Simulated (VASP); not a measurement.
# RbBr (Fm-3m) in VASP: a series of runs, part 2 of 2

VASP 6.6.1.

**3. Relaxation of cell and atoms, PBEsol**

Contents of INCAR:

```
SYSTEM = RbBr
PREC = Accurate
ENCUT = 600
EDIFF = 1E-6
ISMEAR = -1
SIGMA = 0.05
LREAL = .FALSE.
LASPH = .TRUE.
NELM = 80
ALGO = Normal
ISIF = 3
LWAVE = .FALSE.
LCHARG = .FALSE.
GGA = PS
IBRION = 2
NSW = 80
EDIFFG = -0.005
```

Contents of KPOINTS:

```
regular mesh
0
G
  7 7 7
  0 0 0
```

Contents of POSCAR:

```
RbBr
1.0
    0.0000000000      3.4270000000      3.4270000000
    3.4270000000      0.0000000000      3.4270000000
    3.4270000000      3.4270000000      0.0000000000
Rb Br
1 1
Direct
    0.0000000000      0.0000000000      0.0000000000
    0.5000000000      0.5000000000      0.5000000000
```

Potentials or basis: VASP PAW PBE potentials, release 64 (Rb_sv, Br).

Started as:

```sh
$ cat potpaw_PBE.64/Rb_sv/POTCAR potpaw_PBE.64/Br/POTCAR > POTCAR
$ mpirun -np 1 vasp_std > vasp.out
```

OUTCAR:

```text
SYSTEM = RbBr
   PREC = Accurate
   ENCUT = 600
   EDIFF = 1E-6
   ISMEAR = -1
   LREAL = .FALSE.
   LASPH = .TRUE.
   NELM = 80
   ISIF = 3
   GGA = PS
   IBRION = 2
   NSW = 80
   EDIFFG = -0.005

 ion  position               nearest neighbor table
   1  0.000  0.000  0.000-   2 3.43   2 3.43   2 3.43   2 3.43   2 3.43   2 3.43
   2  0.500  0.500  0.500-   1 3.43   1 3.43   1 3.43   1 3.43   1 3.43   1 3.43

  LATTYP: Found a face centered cubic cell.
 ALAT       =     6.8540000000

  Lattice vectors:

 A1 = (   0.0000000000,   3.4270000000,   3.4270000000)
 A2 = (   3.4270000000,   0.0000000000,   3.4270000000)
 A3 = (   3.4270000000,   3.4270000000,   0.0000000000)

Analysis of symmetry for initial positions (statically):
=====================================================================
 Subroutine PRICEL returns:
 Original cell was already a primitive cell.

 Routine SETGRP: Setting up the symmetry group for a
 face centered cubic supercell.

 Subroutine GETGRP returns: Found 48 space group operations
 (whereof 48 operations were pure point group operations)
 out of a pool of 48 trial point group operations.

The static configuration has the point symmetry O_h .

Analysis of symmetry for dynamics (positions and initial velocities):
=====================================================================
 Subroutine PRICEL returns:
 Original cell was already a primitive cell.

 Routine SETGRP: Setting up the symmetry group for a
 face centered cubic supercell.

 Subroutine GETGRP returns: Found 48 space group operations
 (whereof 48 operations were pure point group operations)
 out of a pool of 48 trial point group operations.

The dynamic configuration has the point symmetry O_h .

 Subroutine INISYM returns: Found 48 space group operations
 (whereof 48 operations are pure point group operations),
 and found     1 'primitive' translations

----------------------------------------------------------------------------------------

                                     Primitive cell

  volume of cell :      80.4956

  direct lattice vectors                    reciprocal lattice vectors
     0.000000000  3.427000000  3.427000000    -0.145900204  0.145900204  0.145900204
     3.427000000  0.000000000  3.427000000     0.145900204 -0.145900204  0.145900204
     3.427000000  3.427000000  0.000000000     0.145900204  0.145900204 -0.145900204

  length of vectors
     4.846509878  4.846509878  4.846509878     0.252706567  0.252706567  0.252706567

  position of ions in fractional coordinates (direct lattice)
     0.000000000  0.000000000  0.000000000
     0.500000000  0.500000000  0.500000000

  ion indices of the primitive-cell ions
   primitive index   ion index
                 1           1
                 2           2
[... 103 lines left out ...]
   NGX = 19   NGY = 19   NGZ = 19

--------------------------------------- Ionic step        1  -------------------------------------------

 number of electron      16.0000001 magnetization

 Free energy of the ion-electron system (eV)
  ---------------------------------------------------
  ext. energy  EPLUGINS =         0.00000000
  ---------------------------------------------------
  free energy    TOTEN  =        -6.35543386 eV

  energy without entropy =       -6.35543386  energy(sigma->0) =       -6.35543386

------------------------ aborting loop because EDIFF is reached ----------------------------------------

  FORCE on cell =-STRESS in cart. coord.  units (eV):
  Direction    XX          YY          ZZ          XY          YZ          ZX
  --------------------------------------------------------------------------------------
  -------------------------------------------------------------------------------------
  Total       -0.0115599     -0.0115599     -0.0115599      0.0000000      0.0000000      0.0000000
  in kB       -0.2300880     -0.2300880     -0.2300880      0.0000000      0.0000000      0.0000000
  external PRESSURE =      -0.2300880 kB  Pullay stress =       0.0000000 kB

 VOLUME and BASIS-vectors are now :
 -----------------------------------------------------------------------------
  energy-cutoff  :      600.00
  volume of cell :       80.50
      direct lattice vectors                 reciprocal lattice vectors
     0.000000000  3.427000000  3.427000000    -0.145900204  0.145900204  0.145900204
     3.427000000  0.000000000  3.427000000     0.145900204 -0.145900204  0.145900204
     3.427000000  3.427000000  0.000000000     0.145900204  0.145900204 -0.145900204

 POSITION                                       TOTAL-FORCE (eV/Angst)
 -----------------------------------------------------------------------------------
      0.00000      0.00000      0.00000         0.000000      0.000000      0.000000
      3.42700      3.42700      3.42700        -0.000000     -0.000000      0.000000
 -----------------------------------------------------------------------------------
    total drift:                                0.000000     -0.000000     -0.000000

  FREE ENERGIE OF THE ION-ELECTRON SYSTEM (eV)
  ---------------------------------------------------
  free  energy   TOTEN  =        -6.3554338623 eV

  energy  without entropy=       -6.3554338621  energy(sigma->0) =       -6.35543386

--------------------------------------- Ionic step        2  -------------------------------------------

 number of electron      16.0000001 magnetization

 Free energy of the ion-electron system (eV)
  ---------------------------------------------------
  ext. energy  EPLUGINS =         0.00000000
  ---------------------------------------------------
  free energy    TOTEN  =        -6.35543960 eV

  energy without entropy =       -6.35543960  energy(sigma->0) =       -6.35543960

 E-fermi :  -0.7917     XC(G=0):  -7.4085

 val. band max:       -1.8421044335   @ k =   0.0000   0.0000   0.0000
 cond. band min:       2.3718304921   @ k =   0.0000   0.0000   0.0000
 fundamental gap:      4.2139349257
 Fermi energy:        -0.7917338156

 k-point     1 :       0.0000    0.0000    0.0000
  band No.  band energies     occupation
      1     -26.1950      2.00000
      2     -14.0364      2.00000
      3     -10.2828      2.00000
      4     -10.2828      2.00000
      5     -10.2828      2.00000
      6      -1.8421      2.00000
      7      -1.8421      2.00000
      8      -1.8421      2.00000
      9       2.3718      0.00000
     10       5.3584      0.00000
     11       5.3584      0.00000
     12       5.3584      0.00000
[... 271 lines left out ...]
 k-point    20 :      -0.2857    0.4286    0.1429
  band No.  band energies     occupation
      1     -26.1826      2.00000
      2     -14.0146      2.00000
      3     -10.4227      2.00000
      4     -10.3815      2.00000
      5     -10.2708      2.00000
      6      -2.3959      2.00000
      7      -2.2245      2.00000
      8      -2.1640      2.00000
      9       4.8331      0.00000
     10       5.5265      0.00000
     11       6.3948      0.00000
     12       6.7492      0.00000

------------------------ aborting loop because EDIFF is reached ----------------------------------------

  FORCE on cell =-STRESS in cart. coord.  units (eV):
  Direction    XX          YY          ZZ          XY          YZ          ZX
  --------------------------------------------------------------------------------------
  -------------------------------------------------------------------------------------
  Total       -0.0070746     -0.0070746     -0.0070746      0.0000000      0.0000000      0.0000000
  in kB       -0.1409293     -0.1409293     -0.1409293      0.0000000      0.0000000      0.0000000
  external PRESSURE =      -0.1409293 kB  Pullay stress =       0.0000000 kB

 VOLUME and BASIS-vectors are now :
 -----------------------------------------------------------------------------
  energy-cutoff  :      600.00
  volume of cell :       80.43
      direct lattice vectors                 reciprocal lattice vectors
     0.000000000  3.426044411  3.426044411    -0.145940899  0.145940899  0.145940899
     3.426044411 -0.000000000  3.426044411     0.145940899 -0.145940899  0.145940899
     3.426044411  3.426044411 -0.000000000     0.145940899  0.145940899 -0.145940899

 POSITION                                       TOTAL-FORCE (eV/Angst)
 -----------------------------------------------------------------------------------
      0.00000      0.00000     -0.00000         0.000000      0.000000     -0.000000
      3.42604      3.42604      3.42604         0.000000     -0.000000      0.000000
 -----------------------------------------------------------------------------------
    total drift:                                0.000000     -0.000000     -0.000000

  FREE ENERGIE OF THE ION-ELECTRON SYSTEM (eV)
  ---------------------------------------------------
  free  energy   TOTEN  =        -6.3554396012 eV

  energy  without entropy=       -6.3554396011  energy(sigma->0) =       -6.35543960

 reached required accuracy - stopping structural energy minimisation
```

OSZICAR:

```text
N       E                     dE             d eps       ncg     rms          rms(c)
DAV:   1     0.997261541373E+02    0.99726E+02   -0.73007E+03   480   0.128E+03
DAV:   2     0.510999163850E+00   -0.99215E+02   -0.92844E+02   724   0.193E+02
DAV:   3    -0.639243933618E+01   -0.69034E+01   -0.68716E+01   612   0.585E+01
DAV:   4    -0.655863259261E+01   -0.16619E+00   -0.16607E+00   748   0.857E+00
DAV:   5    -0.656040172890E+01   -0.17691E-02   -0.17691E-02   620   0.904E-01    0.277E+00
DAV:   6    -0.636145181076E+01    0.19895E+00   -0.32152E-01   556   0.285E+00    0.186E+00
DAV:   7    -0.634465737953E+01    0.16794E-01   -0.13948E-01   592   0.197E+00    0.915E-01
DAV:   8    -0.635436565360E+01   -0.97083E-02   -0.14657E-02   564   0.809E-01    0.916E-02
DAV:   9    -0.635505914238E+01   -0.69349E-03   -0.11647E-03   620   0.194E-01    0.600E-02
DAV:  10    -0.635541658423E+01   -0.35744E-03   -0.38392E-04   532   0.136E-01    0.121E-02
DAV:  11    -0.635543127462E+01   -0.14690E-04   -0.34254E-05   612   0.365E-02    0.106E-02
DAV:  12    -0.635543381620E+01   -0.25416E-05   -0.15420E-05   536   0.222E-02    0.291E-03
DAV:  13    -0.635543386225E+01   -0.46051E-07   -0.25415E-07   468   0.408E-03
   1 F= -.63554339E+01 E0= -.63554339E+01  d E =-.635543E+01
       N       E                     dE             d eps       ncg     rms          rms(c)
DAV:   1    -0.635550451673E+01   -0.70701E-04   -0.12763E-03   508   0.251E-01    0.387E-02
DAV:   2    -0.635545212964E+01    0.52387E-04   -0.10139E-04   600   0.700E-02    0.169E-02
DAV:   3    -0.635543902898E+01    0.13101E-04   -0.43075E-05   724   0.412E-02    0.557E-03
DAV:   4    -0.635543960121E+01   -0.57223E-06   -0.13770E-06   500   0.678E-03
   2 F= -.63554396E+01 E0= -.63554396E+01  d E =-.573896E-05
```

It took 35 s on 1 thread of Intel Xeon Platinum 8488C (Sapphire Rapids), shared host; peak memory 0.25 GiB.

Results:

```yaml
Free_energy: -6.3554 eV
Relaxed_volume: 40.21 Å³/atom
Relaxed_cell: a = 4.845 Å, b = 4.845 Å, c = 4.845 Å, α = 60.00°, β = 60.00°, γ = 60.00°
Space_group_after_relaxing_to_0.05_Å: Fm-3m (No. 225)
Energy_gained_by_relaxing: 0.0 meV/atom
Ionic_steps: 2
Pressure_after_relaxing: 0.0 GPa
Band_gap_on_the_k_mesh: 4.21 eV, direct
```

Final structure:
```
Rb Br
1.0
     0.00000    3.42604    3.42604
     3.42604    0.00000    3.42604
     3.42604    3.42604    0.00000
Rb Br
1 1
Direct
  0.00000 0.00000 0.00000
  0.50000 0.50000 0.50000
```

Caveat: the PAW data sets were made with another functional, which shifts forces and pressure a little.

**4. Relaxation of cell and atoms, PBEsol, target pressure 2 GPa, at which the enthalpy is minimised**

Contents of INCAR:

```
SYSTEM = RbBr
PREC = Accurate
ENCUT = 600
EDIFF = 1E-6
ISMEAR = -1
SIGMA = 0.05
LREAL = .False.
LASPH = .True.
NELM = 80
ALGO = Normal
ISIF = 3
LWAVE = .False.
LCHARG = .False.
GGA = PS
IBRION = 2
NSW = 80
EDIFFG = -0.005
PSTRESS = 20.0
```

Contents of KPOINTS:

```
regular mesh
0
Gamma
  7 7 7
  0 0 0
```

POSCAR is that of step 3.

Started as:

```sh
$ cat potpaw_PBE.64/Rb_sv/POTCAR potpaw_PBE.64/Br/POTCAR > POTCAR
$ mpirun -np 1 vasp_std > vasp.out
```

Run time: 51 s. Hardware: 1 thread of Intel Xeon Platinum 8488C (Sapphire Rapids), shared host; peak memory 0.25 GiB.

Results (log left out):

| Item | Value |
| --- | --- |
| Free energy | -6.3092 eV |
| Relaxed volume | 36.04 Å³/atom |
| Relaxed cell | a = 4.671 Å, b = 4.671 Å, c = 4.671 Å, α = 60.00°, β = 60.00°, γ = 60.00° |
| Space group after relaxing (to 0.05 Å) | Fm-3m (No. 225) |
| Energy change on relaxing (the enthalpy is what falls) | +23.1 meV/atom |
| Ionic steps | 3 |
| Pressure after relaxing | 2.0 GPa |
| Band gap on the k mesh | 4.48 eV, direct |

Step by step:
```tsv
step	energy change (eV)	largest force (eV/Å)	pressure (GPa)	volume (Å³)
1	0.0000	0.0000	-0.02	80.50
2	0.0200	0.0000	1.21	74.72
3	0.0462	0.0000	1.99	72.08
```

Final structure:
```
Rb Br
1.0
     0.00000    3.30321    3.30321
     3.30321    0.00000    3.30321
     3.30321    3.30321    0.00000
Rb Br
1 1
Cartesian
  0.0000 0.0000 0.0000
  3.3032 3.3032 3.3032
```

Levels at points of the mesh, in eV from the valence-band top:
```
           k point  band 4  band 5  band 6  band 7  band 8  band 9  band 10  band 11  band 12
(0.00, 0.00, 0.00)   -8.24   -8.24    0.00    0.00    0.00    4.48     7.19     7.19     7.19
```

Caveat: the cell is relaxed towards a set pressure, so the enthalpy falls and the energy may rise; the PAW data sets were made with another functional, which shifts forces and pressure a little. PBEsol gaps usually lie below the measured ones, often by a third to a half.

**5. Relaxation of cell and atoms, PBEsol, target pressure 5 GPa, at which the enthalpy is minimised**

Contents of INCAR:

```
ALGO     = Normal         # electronic algorithm
EDIFF    = 1E-6           # SCF threshold, eV
EDIFFG   = -0.005         # ionic threshold
ENCUT    = 600            # plane-wave cutoff, eV
GGA      = PS             # functional
IBRION   = 2              # ionic algorithm
ISIF     = 3              # what is computed and relaxed
ISMEAR   = -1             # smearing method
LASPH    = True           # aspherical terms in the spheres
LCHARG   = False          # write CHGCAR
LREAL    = False          # projectors in reciprocal space
LWAVE    = False          # write WAVECAR
NELM     = 80             # most SCF steps
NSW      = 80             # ionic steps
PREC     = Accurate       # precision mode
PSTRESS  = 50.0         
SIGMA    = 0.05           # smearing width, eV
```

Contents of KPOINTS:

```
k-points
0
Gamma
  7 7 7
```

POSCAR is that of step 4.

Started as:

```sh
$ cat potpaw_PBE.64/Rb_sv/POTCAR potpaw_PBE.64/Br/POTCAR > POTCAR
$ mpirun -np 1 vasp_std > vasp.out
```

It took 76 s on 1 thread of Intel Xeon Platinum 8488C (Sapphire Rapids), shared host; peak memory 0.25 GiB.

The run converged. Its results:

```yaml
Free_energy: -6.1639 eV
Relaxed_volume: 32.58 Å³/atom
Relaxed_cell: a = 4.517 Å, b = 4.517 Å, c = 4.517 Å, α = 60.00°, β = 60.00°, γ = 60.00°
Space_group_after_relaxing_to_0.05_Å: Fm-3m (No. 225)
Energy_change_on_relaxing_the_enthalpy_is_what_falls: +95.8 meV/atom
Ionic_steps: 6
Pressure_after_relaxing: 5.0 GPa
Band_gap_on_the_k_mesh: 4.76 eV, direct
```

The path:
| step | energy change (eV) | largest force (eV/Å) | pressure (GPa) | volume (Å³) |
| --- | --- | --- | --- | --- |
| 1 | 0.0000 | 0.0000 | -0.02 | 80.50 |
| 2 | 0.1483 | 0.0000 | 4.19 | 66.67 |
| 3 | 0.1897 | 0.0000 | 4.96 | 65.23 |
| 4 | 0.1986 | 0.0000 | 5.13 | 64.94 |
| 5 | 0.1905 | 0.0000 | 4.98 | 65.20 |
| 6 | 0.1915 | 0.0000 | 5.00 | 65.16 |

Final structure:
```
Rb Br
1.0
     0.00000    3.19395    3.19395
     3.19395    0.00000    3.19395
     3.19395    3.19395    0.00000
Rb Br
1 1
Direct
  0.00000 0.00000 0.00000
  0.50000 0.50000 0.50000
```

Levels at points of the mesh, in eV from the valence-band top:
```tsv
k point	band 5	band 6	band 7	band 8	band 9	band 10	band 11	band 12
(0.00, 0.00, 0.00)	-8.11	0.00	0.00	0.00	4.76	7.13	7.13	7.13
```

Caveat: the cell is relaxed towards a set pressure, so the enthalpy falls and the energy may rise; the volume moved by over 15 % at a fixed basis, so the end points are rough; the PAW data sets were made with another functional, which shifts forces and pressure a little. PBEsol gaps usually lie below the measured ones, often by a third to a half.

**6. Relaxation of cell and atoms, PBEsol, target pressure 10 GPa, at which the enthalpy is minimised**

Contents of INCAR:

```
SYSTEM = RbBr
ALGO = Normal
EDIFF = 1E-6
EDIFFG = -0.005
ENCUT = 600
GGA = PS
IBRION = 2
ISIF = 3
ISMEAR = -1
LASPH = .TRUE.
LCHARG = .FALSE.
LREAL = .FALSE.
LWAVE = .FALSE.
NELM = 60
NSW = 80
PREC = Accurate
PSTRESS = 100.0
SIGMA = 0.05
```

Contents of KPOINTS:

```
k-points
0
G
  7 7 7
  0 0 0
```

POSCAR is that of step 5.

Potentials or basis: VASP PAW PBE potentials, release 64 (Rb_sv, Br).

Started as:

```sh
$ cat potpaw_PBE.64/Rb_sv/POTCAR potpaw_PBE.64/Br/POTCAR > POTCAR
$ mpirun -np 1 vasp_std > vasp.out
```

Wall time 50 s (1 thread of Intel Xeon Platinum 8488C (Sapphire Rapids), shared host); peak memory 0.25 GiB.

It converged, with:

| Item | Value |
| --- | --- |
| Free energy | -5.8612 eV |
| Relaxed volume | 29.25 Å³/atom |
| Relaxed cell | a = 4.357 Å, b = 4.357 Å, c = 4.357 Å, α = 60.00°, β = 60.00°, γ = 60.00° |
| Space group after relaxing (to 0.05 Å) | Fm-3m (No. 225) |
| Energy change on relaxing (the enthalpy is what falls) | +247.1 meV/atom |
| Ionic steps | 3 |
| Pressure after relaxing | 10.0 GPa |
| Band gap on the k mesh | 4.89 eV, indirect (least direct gap 5.01 eV) |

The path:
| step | energy change (eV) | largest force (eV/Å) | pressure (GPa) | volume (Å³) |
| --- | --- | --- | --- | --- |
| 1 | 0.0000 | 0.0000 | -0.02 | 80.50 |
| 2 | 0.7922 | 0.0000 | 14.59 | 54.58 |
| 3 | 0.4942 | 0.0000 | 10.02 | 58.50 |

Final structure:
```
CELL_PARAMETERS angstrom
0.00000 3.08120 3.08120
3.08120 0.00000 3.08120
3.08120 3.08120 0.00000
ATOMIC_POSITIONS crystal
Rb 0.00000 0.00000 0.00000
Br 0.50000 0.50000 0.50000
```

Levels at points of the mesh, in eV from the valence-band top:
```csv
k point,band 4,band 5,band 6,band 7,band 8,band 9,band 10,band 11,band 12
"(0.00, 0.00, 0.00)",-8.01,-8.01,0.00,0.00,0.00,5.11,7.01,7.01,7.01
```

Caveat: the cell is relaxed towards a set pressure, so the enthalpy falls and the energy may rise; the volume moved by over 15 % at a fixed basis, so the end points are rough; the PAW data sets were made with another functional, which shifts forces and pressure a little.

**7. Overview**

| task | cell | cutoff (eV) | gap on the mesh (eV) | pressure (GPa) |
| --- | --- | --- | --- | --- |
| single point | a = 4.844 Å, angles 60.0°, 2 atoms | 520 | 4.22 | 0.0 |
| relaxation of cell and atoms | relaxed from a = 4.847 Å, angles 60.0°, 2 atoms | 600 | 4.21 | 0.0 |
| relaxation of cell and atoms | relaxed to 2 GPa from a = 4.847 Å, angles 60.0°, 2 atoms | 600 | 4.48 | 2.0 |
| relaxation of cell and atoms | relaxed to 5 GPa from a = 4.847 Å, angles 60.0°, 2 atoms | 600 | 4.76 | 5.0 |
| relaxation of cell and atoms | relaxed to 10 GPa from a = 4.847 Å, angles 60.0°, 2 atoms | 600 | 4.89 | 10.0 |

Alike in all rows: level PBEsol; potentials or basis VASP PAW PBE potentials, release 64 (Rb_sv, Br); no spin polarisation; k mesh 7 × 7 × 7; smearing fermi-dirac 0.05 eV.

Caveats: the PAW data sets were made with another functional, which shifts forces and pressure a little; the cell is relaxed towards a set pressure, so the enthalpy falls and the energy may rise (some runs); the volume moved by over 15 % at a fixed basis, so the end points are rough (some runs).

Absolute energies hang on the potentials; compare differences alone.
